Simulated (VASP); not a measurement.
# Cu (Cmcm) in VASP: notebook, part 2 of 2

VASP 6.6.1. The steps go on from the part before.

## 3. Single point, PBEsol

This run uses another cell than the first one, of 11.27 Å³/atom.

INCAR reads:

```
SYSTEM = Cu
PREC     = Accurate       ! precision mode
ENCUT    = 820            ! plane-wave cutoff, eV
EDIFF    = 1E-6           ! SCF threshold, eV
ISMEAR   = -1             ! smearing method
SIGMA    = 0.05           ! smearing width, eV
LREAL    = .FALSE.        ! projectors in reciprocal space
LASPH    = .TRUE.         ! aspherical terms in the spheres
NELM     = 120            ! most SCF steps
ALGO     = Normal         ! electronic algorithm
ISIF     = 2              ! what is computed and relaxed
LWAVE    = .FALSE.        ! write WAVECAR
LCHARG   = .TRUE.         ! write CHGCAR
GGA      = PS             ! functional
LELF     = .TRUE.         ! ELF
LVHAR    = .TRUE.       
NBANDS   = 26             ! bands
GGA_COMPAT= .FALSE.
```

KPOINTS reads:

```
regular mesh
0
G
  11 11 11
  0 0 0
```

POSCAR reads:

```
Cu
1.0
    1.1935901047     -3.8952046620      0.0000000000
    1.1935901047      3.8952046620      0.0000000000
    0.0000000000      0.0000000000      2.4249610270
Cu
2
Direct
    0.8661333500      0.1338666500      0.7500000000
    0.1338666500      0.8661333500      0.2500000000
```

Potentials or basis: VASP PAW PBE potentials, release 64 (Cu_sv_GW).

Started as:

```bash
$ cat potpaw_PBE.64/Cu_sv_GW/POTCAR > POTCAR
$ mpirun -np 1 vasp_std > vasp.out
```

OUTCAR:

```text
SYSTEM = Cu
   PREC = Accurate
   ENCUT = 820
   EDIFF = 1E-6
   ISMEAR = -1
   LREAL = .FALSE.
   LASPH = .TRUE.
   NELM = 120
   ISIF = 2
   GGA = PS

 ion  position               nearest neighbor table
   1  0.866  0.134  0.750-   2 2.41   2 2.41   2 2.48   2 2.48   2 2.48   2 2.48
   2  0.134  0.866  0.250-   1 2.41   1 2.41   1 2.48   1 2.48   1 2.48   1 2.48

  LATTYP: Found a base centered orthorhombic cell.
 ALAT       =     2.3871802094
 B/A-ratio  =     3.2634357864
 C/A-ratio  =     1.0158265461

  Lattice vectors:

 A1 = (   1.1935901047,  -3.8952046620,   0.0000000000)
 A2 = (   1.1935901047,   3.8952046620,   0.0000000000)
 A3 = (   0.0000000000,   0.0000000000,   2.4249610270)

Analysis of symmetry for initial positions (statically):
=====================================================================
 Subroutine PRICEL returns:
 Original cell was already a primitive cell.

 Routine SETGRP: Setting up the symmetry group for a
 base centered orthorhombic supercell.

 Subroutine GETGRP returns: Found  8 space group operations
 (whereof  4 operations were pure point group operations)
 out of a pool of  8 trial point group operations.

The static configuration has the point symmetry C_2h.
 The point group associated with its full space group is D_2h.

Analysis of symmetry for dynamics (positions and initial velocities):
=====================================================================
 Subroutine PRICEL returns:
 Original cell was already a primitive cell.

 Routine SETGRP: Setting up the symmetry group for a
 base centered orthorhombic supercell.

 Subroutine GETGRP returns: Found  8 space group operations
 (whereof  4 operations were pure point group operations)
 out of a pool of  8 trial point group operations.

The dynamic configuration has the point symmetry C_2h.
 The point group associated with its full space group is D_2h.

 Subroutine INISYM returns: Found  8 space group operations
 (whereof  4 operations are pure point group operations),
 and found     1 'primitive' translations

----------------------------------------------------------------------------------------

                                     Primitive cell

  volume of cell :      22.5486

  direct lattice vectors                    reciprocal lattice vectors
     1.193590105 -3.895204662  0.000000000     0.418904277 -0.128362960  0.000000000
     1.193590105  3.895204662  0.000000000     0.418904277  0.128362960  0.000000000
     0.000000000  0.000000000  2.424961027     0.000000000  0.000000000  0.412377761

  length of vectors
     4.073975540  4.073975540  2.424961027     0.438129938  0.438129938  0.412377761

  position of ions in fractional coordinates (direct lattice)
     0.866133350  0.133866650  0.750000000
     0.133866650  0.866133350  0.250000000

  ion indices of the primitive-cell ions
   primitive index   ion index
                 1           1
                 2           2

----------------------------------------------------------------------------------------

 KPOINTS: regular mesh

Automatic generation of k-mesh.
 Grid dimensions read from file:
 generate k-points for:   11   11   11

 Generating k-lattice:

  Cartesian coordinates                     Fractional coordinates (reciprocal lattice)
     0.038082207 -0.011669360  0.000000000     0.090909091 -0.000000000  0.000000000
     0.038082207  0.011669360  0.000000000    -0.000000000  0.090909091  0.000000000
     0.000000000  0.000000000  0.037488887     0.000000000  0.000000000  0.090909091

  Length of vectors
     0.039829994  0.039829994  0.037488887

  Shift w.r.t. Gamma in fractional coordinates (k-lattice)
     0.000000000  0.000000000  0.000000000

 Subroutine IBZKPT returns following result:
 ===========================================

 Found    216 irreducible k-points:

 Following reciprocal coordinates:
            Coordinates               Weight
  0.000000  0.000000  0.000000      1.000000
  0.090909 -0.000000  0.000000      4.000000
  0.181818  0.000000  0.000000      4.000000
  0.272727 -0.000000  0.000000      4.000000
  0.363636 -0.000000  0.000000      4.000000
  0.454545  0.000000  0.000000      4.000000
[... 16 lines left out ...]
 -0.272727  0.181818  0.000000      4.000000
 -0.181818  0.181818  0.000000      2.000000
 [... further k-points ...]
   k-points           NKPTS =    216   k-points in BZ     NKDIM =    216   number of bands    NBANDS=     26
   number of dos      NEDOS =    301   number of ions     NIONS =      2
   total plane-waves  NPLWV =  38400
   dimension x,y,z NGX =    40 NGY =   40 NGZ =   24
   dimension x,y,z NGXF=    80 NGYF=   80 NGZF=   48
   ions per type =               2
   NGX,Y,Z   is equivalent  to a cutoff of  16.32, 16.32, 16.45 a.u.
   NGXF,Y,Z  is equivalent  to a cutoff of  32.65, 32.65, 32.91 a.u.
 SYSTEM =  Cu
   PREC   = accura    normal or accurate (medium, high low for compatibility)
   ISTART =      0    job   : 0-new  1-cont  2-samecut
   ICHARG =      2    charge: 1-file 2-atom 10-const
   ISPIN  =      1    spin polarized calculation?
   LNONCOLLINEAR =      F non collinear calculations
   LSORBIT =      F    spin-orbit coupling
   LASPH  =      T    aspherical Exc in radial PAW
   ENCUT  =  820.0 eV  60.27 Ry    7.76 a.u.   9.51  9.51  5.66*2*pi/ulx,y,z
   NELM   =    120;   NELMIN=  2; NELMDL= -5     # of ELM steps
   EDIFF  = 0.1E-05   stopping-criterion for ELM
   LREAL  =      F    real-space projection
   EDIFFG = 0.1E-04   stopping-criterion for IOM
   NSW    =      0    number of steps for IOM
   IBRION =     -1    ionic relax: 0-MD 1-quasi-New 2-CG
   NFREE  =      0    steps in history (QN), initial steepest desc. (CG)
   ISIF   =      2    stress and relaxation
   ISYM   =      2    0-nonsym 1-usesym 2-fastsym
   POTIM  = 0.5000    time-step for ionic-motion
   TEBEG  =    0.0;   TEEND  =   0.0 temperature during run
   PSTRESS=    0.0 pullay stress
   NELECT =      38.0000    total number of electrons
   NUPDOWN=      -1.0000    fix difference up-down
   EMIN   =  10.00;   EMAX   =-10.00  energy-range for DOS
   EFERMI =   0.00;   METHOD = LEGACY
   ISMEAR =    -1;   SIGMA  =   0.05  broadening in eV -4-tet -1-fermi 0-gaus
   EFERMI_NEDOS =   21; number of points for ismear=-14 and -15
   IALGO  =     38    algorithm
   IMIX   =      4    mixing-type and parameters
     AMIX     =   0.40;   BMIX     =  1.00
     AMIX_MAG =   1.60;   BMIX_MAG =  1.00
  volume/ion in A,a.u.               =      11.27        76.08
  Fermi-wavevector in a.u.,A,eV,Ry     =   1.948181  3.681528 51.639672  3.795409
  Thomas-Fermi vector in A             =   2.976244
   LORBIT       =      0    0 simple, 1 ext, 2 COOP (PROOUT), +10 PAW based schemes
   GGA     = PS    functional components
   LHFCALC =     F    Hartree Fock is set to
   AEXX    =    0.0000 exact exchange contribution
   IVDW    =     0    specifies the selected vdW correction
   LEPSILON=     F    determine dielectric tensor
   LRPA    =     F    only Hartree local field effects (RPA)
 non-spin polarized calculation
  energy-cutoff  :      820.00
  volume of cell :       22.55
 maximum number of plane-waves:      1223
 NGX is ok and might be reduce to    40
   NGX = 19   NGY = 19   NGZ = 11

 number of electron      37.9999993 magnetization

 Free energy of the ion-electron system (eV)
  ---------------------------------------------------
  ext. energy  EPLUGINS =         0.00000000
  ---------------------------------------------------
  free energy    TOTEN  =        -8.42700244 eV

  energy without entropy =       -8.42325719  energy(sigma->0) =       -8.42512981

 E-fermi :   7.9911     XC(G=0): -13.8158

 val. band max:        7.9679143122   @ k =  -0.3636   0.3636   0.3636
 cond. band min:       8.0121816456   @ k =  -0.4545   0.3636   0.4545
 fundamental gap:      0.0442673334
 Fermi energy:         7.9911075218

 k-point     1 :       0.0000    0.0000    0.0000
  band No.  band energies     occupation
      1    -104.4359      2.00000
      2    -104.4106      2.00000
      3     -62.0415      2.00000
      4     -61.9269      2.00000
      5     -61.8841      2.00000
      6     -61.8795      2.00000
[... 18 lines left out ...]
     25      28.2677      0.00000
     26      30.2906      0.00000
[... 644 lines left out ...]
      4     -61.9232      2.00000
      5     -61.8967      2.00000
      6     -61.8832      2.00000
[... 18 lines left out ...]
     25      30.0520      0.00000
     26      30.7733      0.00000

 [... further k-points ...]

------------------------ aborting loop because EDIFF is reached ----------------------------------------

  FORCE on cell =-STRESS in cart. coord.  units (eV):
  Direction    XX          YY          ZZ          XY          YZ          ZX
  --------------------------------------------------------------------------------------
  -------------------------------------------------------------------------------------
  Total        0.9696694      0.9452866      1.1257236      0.0000000      0.0000000      0.0000000
  in kB       68.8991778     67.1666704     79.9874956      0.0000000      0.0000000      0.0000000
  external PRESSURE =      72.0177813 kB  Pullay stress =       0.0000000 kB

 VOLUME and BASIS-vectors are now :
 -----------------------------------------------------------------------------
  energy-cutoff  :      820.00
  volume of cell :       22.55
      direct lattice vectors                 reciprocal lattice vectors
     1.193590105 -3.895204662  0.000000000     0.418904277 -0.128362960  0.000000000
     1.193590105  3.895204662  0.000000000     0.418904277  0.128362960  0.000000000
     0.000000000  0.000000000  2.424961027     0.000000000  0.000000000  0.412377761

 POSITION                                       TOTAL-FORCE (eV/Angst)
 -----------------------------------------------------------------------------------
      1.19359     -2.85233      1.81872         0.000000     -0.076485      0.000000
      1.19359      2.85233      0.60624         0.000000      0.076485     -0.000000
 -----------------------------------------------------------------------------------
    total drift:                               -0.000000     -0.000000      0.000000

  FREE ENERGIE OF THE ION-ELECTRON SYSTEM (eV)
  ---------------------------------------------------
  free  energy   TOTEN  =        -8.4270024404 eV

  energy  without entropy=       -8.4232571869  energy(sigma->0) =       -8.42512981
```

Wall time 5.1 min (1 thread of Intel Xeon Platinum 8259CL at 2.50GHz (Skylake/Cascade Lake), shared host); peak memory 0.38 GiB.

What came out:

| Item | Value |
| --- | --- |
| Free energy | -8.4270 eV |
| Pressure | 7.2 GPa |
| Largest force | 0.076 eV/Å |
| Band gap on the k mesh | zero (bands 19 and 20 overlap by 5.49 eV) |

Forces on the atoms (eV/Å):
```
Cu   0.000 -0.076  0.000
Cu   0.000  0.076  0.000
```

Levels at points of the mesh, in eV from the Fermi level:
```tsv
k point	band 17	band 18	band 19	band 20	band 21	band 22
(0.00, 0.00, 0.00)	-1.86	-1.71	-1.43	-0.27	5.13	15.22
```

Caveat: the cell stands under pressure; the PAW data sets were made with another functional, which shifts forces and pressure a little.

## 4. Single point, PBEsol

This run uses another cell than the first one, of 12.71 Å³/atom.

INCAR reads:

```
SYSTEM = Cu
PREC = Accurate
ENCUT = 820
EDIFF = 1E-6
ISMEAR = -1
SIGMA = 0.05
LREAL = .False.
LASPH = .True.
NELM = 120
ALGO = Normal
ISIF = 2
LWAVE = .False.
LCHARG = .False.
GGA = PS
NBANDS = 26
GGA_COMPAT = .False.
```

KPOINTS reads:

```
regular mesh
0
Gamma
  11 11 11
  0 0 0
```

POSCAR reads:

```
Cu
1.0
    1.2423612020     -4.0543660062      0.0000000000
    1.2423612020      4.0543660062      0.0000000000
    0.0000000000      0.0000000000      2.5240469776
Cu
2
Direct
    0.8661333500      0.1338666500      0.7500000000
    0.1338666500      0.8661333500      0.2500000000
```

Started as:

```bash
$ cat potpaw_PBE.64/Cu_sv_GW/POTCAR > POTCAR
$ mpirun -np 1 vasp_std > vasp.out
```

Run time: 4.4 min. Hardware: 1 thread of Intel Xeon Platinum 8259CL at 2.50GHz (Skylake/Cascade Lake), shared host; peak memory 0.4 GiB.

It converged, with:

- Free energy: -8.4098 eV
- Pressure: -10.3 GPa
- Largest force: 0.075 eV/Å
- Band gap on the k mesh: zero (bands 19 and 20 overlap by 5.18 eV)

Forces on the atoms (eV/Å):
```
Cu   0.000  0.075  0.000
Cu   0.000 -0.075  0.000
```

Stress tensor (GPa, compression positive):
```
 -9.55   0.00   0.00
  0.00 -11.11   0.00
  0.00   0.00 -10.21
```

Levels at points of the mesh, in eV from the Fermi level:
| k point | band 15 | band 16 | band 17 | band 18 | band 19 | band 20 | band 21 | band 22 | band 23 | band 24 |
| --- | --- | --- | --- | --- | --- | --- | --- | --- | --- | --- |
| (0.00, 0.00, 0.00) | -2.19 | -1.90 | -1.72 | -1.59 | -1.37 | -0.02 | 4.46 | 14.16 | 17.63 | 18.51 |

Caveat: the cell stands under tension; the PAW data sets were made with another functional, which shifts forces and pressure a little.

## 5. Overview

| cell | k mesh | gap on the mesh (eV) | pressure (GPa) | largest force (eV/Å) |
| --- | --- | --- | --- | --- |
| a = 4.159, b = 4.159, c = 2.376 Å, angles 90.0, 90.0, 145.9°, 2 atoms | 9 × 9 × 9 | none | 3.9 | 0.03 |
| a = 4.074, b = 4.074, c = 2.425 Å, angles 90.0, 90.0, 145.9°, 2 atoms | 11 × 11 × 11 | none | 7.2 | 0.08 |
| a = 4.240, b = 4.240, c = 2.524 Å, angles 90.0, 90.0, 145.9°, 2 atoms | 11 × 11 × 11 | none | -10.3 | 0.07 |

Alike in all rows: task single point; level PBEsol; potentials or basis VASP PAW PBE potentials, release 64 (Cu_sv_GW); no spin polarisation; cutoff (eV) 820; smearing fermi-dirac 0.05 eV.

Caveats: the PAW data sets were made with another functional, which shifts forces and pressure a little; the stress differs along the axes, from -1 to 12 GPa (at least some runs); the cell stands under pressure (at least some runs); the cell stands under tension (at least some runs).

Total energies depend on the potentials used, so only differences within one code and one set of settings carry meaning.

The gap in the log of VASP goes by the Fermi energy; the results here count the filled bands.